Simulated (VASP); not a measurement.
Here is a VASP 6.6.1 calculation.

The input INCAR:

```
SYSTEM = AlN
PREC = Accurate
ENCUT = 520
EDIFF = 1E-7
ISMEAR = 0
SIGMA = 0.01
LREAL = .FALSE.
LASPH = .TRUE.
NELM = 100
ALGO = Normal
ISIF = 2
LWAVE = .FALSE.
LCHARG = .FALSE.
GGA = PS
NBANDS = 11
```

Contents of KPOINTS:

```
regular mesh
0
G
  8 8 8
  0 0 0
```

POSCAR

```
AlN
1.0
    0.0109433892      2.1941495319      2.1941495319
    2.1941495319      0.0109433892      2.1941495319
    2.1941495319      2.1941495319      0.0109433892
Al N
1 1
Direct
    0.0003502588      0.0003502588      0.0003502588
    0.2496497412      0.2496497412      0.2496497412
```

Potentials or basis: VASP PAW PBE potentials, release 64 (Al, N).

The run is started by

```sh
$ cat potpaw_PBE.64/Al/POTCAR potpaw_PBE.64/N/POTCAR > POTCAR
$ mpirun -np 1 vasp_std > vasp.out
```

Q: Estimate the pressure.

A: 0.0 GPa.

Q: Estimate the band gap on the k mesh.

A: 3.16 eV, indirect (least direct gap 4.05 eV).

Stress tensor (GPa, compression positive):
```
 0.02 -0.91 -0.91
-0.91  0.02 -0.91
-0.91 -0.91  0.02
```

Caveat: the cell differs from its parent crystal (equal xy, yz and zx engineering shears of +0.5 %); the PAW data sets were made with another functional, which shifts forces and pressure a little. A k mesh can miss the band edges.
